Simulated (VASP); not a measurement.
Input of a VASP 6.6.1 run:

File INCAR:

```
SYSTEM = LiF
ALGO = Normal
EDIFF = 1E-6
ENCUT = 750
GGA = PE
GGA_COMPAT = .False.
ISIF = 2
ISMEAR = 0
LASPH = .True.
LCHARG = .False.
LREAL = .False.
LWAVE = .False.
NBANDS = 12
NELM = 120
PREC = Accurate
SIGMA = 0.01
```

The input KPOINTS:

```
k-points
0
Gamma
  8 8 8
  0 0 0
```

Contents of POSCAR:

```
LiF
1.0
    2.8482260000      0.0000000000      0.0000000000
    1.4241130000      2.4666360717      0.0000000000
    1.4241130000      0.8222120239      2.3255667907
Li F
1 1
Direct
    0.0000000000      0.0000000000      0.0000000000
    0.5000000000      0.5000000000      0.5000000000
```

Potentials or basis: VASP PAW PBE potentials, release 64 (Li_sv, F).

Launch:

```sh
$ cat potpaw_PBE.64/Li_sv/POTCAR potpaw_PBE.64/F/POTCAR > POTCAR
$ mpirun -np 1 vasp_std > vasp.out
```

Task: What does it give for the pressure?

Result: 1.4 GPa.

Task: Estimate the band gap on the k mesh.

Result: 9.08 eV, direct.

A k mesh can miss the band edges. As with any semilocal functional, this PBE gap is likely too small.
